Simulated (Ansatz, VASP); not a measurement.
**Two plane-wave programs on SnSe2**

```
Sn Se
1.0
     3.81100    0.00000    0.00000
    -1.90550    3.30042    0.00000
     0.00000    0.00000    6.13700
Sn Se
1 2
Direct
  0.00000 0.00000 0.00000
  0.33333 0.66667 0.22556
  0.66667 0.33333 0.75000
```

Alike in both runs: task single point; functional PBEsol; k mesh 6 × 6 × 4; occupations gaussian, width 0.05 eV; no spin polarisation.

|  | VASP | Ansatz |
| --- | --- | --- |
| version | VASP 6.6.1 | Ansatz 0.2.0 |
| potentials or method | VASP PAW PBE potentials, release 64 (Sn_d, Se), cutoff 520 eV | scalar-relativistic, plane waves, PAW |
| valence electrons in the cell | 26 | 46 |

```tsv
	VASP	Ansatz	Ansatz less VASP
gap on the k mesh at the Fermi level (eV)	0.72	0.72	+0.008
least direct gap on the mesh (eV)	0.93	0.94	+0.010
pressure (GPa)	5.8	5.6	-0.14
traceless stress, the component that is largest in VASP (GPa)	2.00	2.02	+0.020
rms of the force components (eV/Å)	0.826	0.815	-0.0110
```

VASP's potentials were made for PBE, not for PBEsol. Atom by atom the forces differ by 0.012 eV/Å (rms over components). With one functional, cell and mesh, what is left measures potentials, basis and numerics. VASP's potentials hold 26 valence electrons a cell and Ansatz's 46, so a difference there can come from the potentials and not from the codes.
